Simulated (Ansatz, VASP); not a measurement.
One calculation of Au, two programs

The input INCAR:

```
ALGO     = Normal         # electronic algorithm
EDIFF    = 1E-6           # SCF threshold, eV
ENCUT    = 500            # plane-wave cutoff, eV
GGA      = PE             # functional
GGA_COMPAT= False        
ISIF     = 2              # what is computed and relaxed
ISMEAR   = 0              # smearing method
LASPH    = True           # aspherical terms in the spheres
LCHARG   = True           # write CHGCAR
LELF     = True           # ELF
LREAL    = False          # projectors in reciprocal space
LVHAR    = True         
LWAVE    = False          # write WAVECAR
NBANDS   = 12             # bands
NELM     = 120            # most SCF steps
PREC     = Accurate       # precision mode
SIGMA    = 0.1            # smearing width, eV
```

KPOINTS

```
k-points
0
Gamma
  8 8 8
```

File POSCAR:

```
Au
1.0
    0.0000000000      1.9728776850      1.9728776850
    1.9728776850      0.0000000000      1.9728776850
    1.9728776850      1.9728776850      0.0000000000
Au
1
Direct
    0.0000000000      0.0000000000      0.0000000000
```

Input for Ansatz:

```yaml
crystal:
  lattice:
    - [0.0, 1.972877685, 1.972877685]
    - [1.972877685, 0.0, 1.972877685]
    - [1.972877685, 1.972877685, 0.0]
  atoms:
    - { symbol: Au, position: [0.0, 0.0, 0.0] }
basis:
  ecutwfc: 420
kpoints:
  mp_grid: { grid: [8, 8, 8] }
hamiltonian:
  xc: pbe
scf:
  occupations: { method: gaussian, width: 0.1 }
output:
  forces: true
  stress: true
  eigenvalues: true
```

Alike in both runs: task single point; functional PBE; k mesh 8 × 8 × 8; occupations gaussian, width 0.1 eV; no spin polarisation.

|  | VASP | Ansatz |
| --- | --- | --- |
| version | VASP 6.6.1 | Ansatz 0.2.0 |
| potentials or method | VASP PAW PBE potentials, release 64 (Au), cutoff 500 eV | scalar-relativistic, plane waves, PAW |
| valence electrons in the cell | 11 | 19 |

```tsv
	VASP	Ansatz	Ansatz less VASP
gap on the k mesh at the Fermi level (eV)	none	none	-
pressure (GPa)	35.8	36.2	+0.43
```

A gap of «none» marks a metal or a gap that the smearing closes. Both programs put the cell under a high pressure, so it lies far from rest at this level. VASP's potentials hold 11 valence electrons a cell and Ansatz's 19, so a difference there can come from the potentials and not from the codes.

Neither program's run includes spin-orbit coupling.
